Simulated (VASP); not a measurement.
Here is a VASP 6.6.1 calculation.

INCAR

```
PREC = Accurate
ENCUT = 520
EDIFF = 1E-7
ISMEAR = -1
SIGMA = 0.05
LREAL = F
LASPH = T
NELM = 60
ALGO = Normal
ISIF = 2
LWAVE = F
LCHARG = F
GGA = PE
IVDW = 13
NBANDS = 10
```

KPOINTS

```
Automatic mesh
0
Gamma
  6 6 6
```

POSCAR

```
Cs
1.0
    0.0000000000      3.8353372942      3.8353372942
    3.8353372942      0.0000000000      3.8353372942
    3.8353372942      3.8353372942      0.0000000000
Cs
1
Direct
    0.0000000000      0.0000000000      0.0000000000
```

Potentials or basis: VASP PAW PBE potentials, release 64 (Cs_sv).

The run is started by

```console
$ cat potpaw_PBE.64/Cs_sv/POTCAR > POTCAR
$ mpirun -np 1 vasp_std > vasp.out
```

Question: What does it give for the dispersion energy per atom?

Answer: -0.065 eV.

Question: What does it give for the pressure?

Answer: 0.0 GPa.

Caveat: pairwise dispersion overbinds metals, which lowers pressure and volume.
